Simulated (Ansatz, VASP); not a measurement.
**Two plane-wave programs on Cd**

```xyz
4
Lattice="3.2061 0.0000 0.0000 -1.6030 2.7765 0.0000 0.0000 0.0000 10.5055" Properties=species:S:1:pos:R:3 pbc="T T T"
Cd    0.0000    0.0000    0.0000
Cd    0.0000    0.0000    5.2528
Cd    0.0000    1.8510    2.6264
Cd    1.6030    0.9255    7.8791
```

Alike in both runs: task single point; functional RPBE; k mesh 13 × 13 × 4; occupations fermi-dirac, width 0.1 eV; no spin polarisation.

|  | VASP | Ansatz |
| --- | --- | --- |
| version | VASP 6.6.1 | Ansatz 0.2.0 |
| potentials or method | VASP PAW PBE potentials, release 64 (Cd), cutoff 520 eV | plane waves (420 eV) with PAW, scalar-relativistic |
| valence electrons in the cell | 48 | 80 |

|  | VASP | Ansatz | Ansatz less VASP |
| --- | --- | --- | --- |
| pressure (GPa) | 1.6 | 1.4 | -0.21 |
| traceless stress, the component that is largest in VASP (GPa) | 0.28 | 0.27 | -0.002 |

VASP's potentials were made for PBE, not for RPBE. The functional is the same, so the differences come from potentials, cutoffs and numerics. VASP's potentials hold 48 valence electrons a cell and Ansatz's 80, so a difference there can come from the potentials and not from the codes.
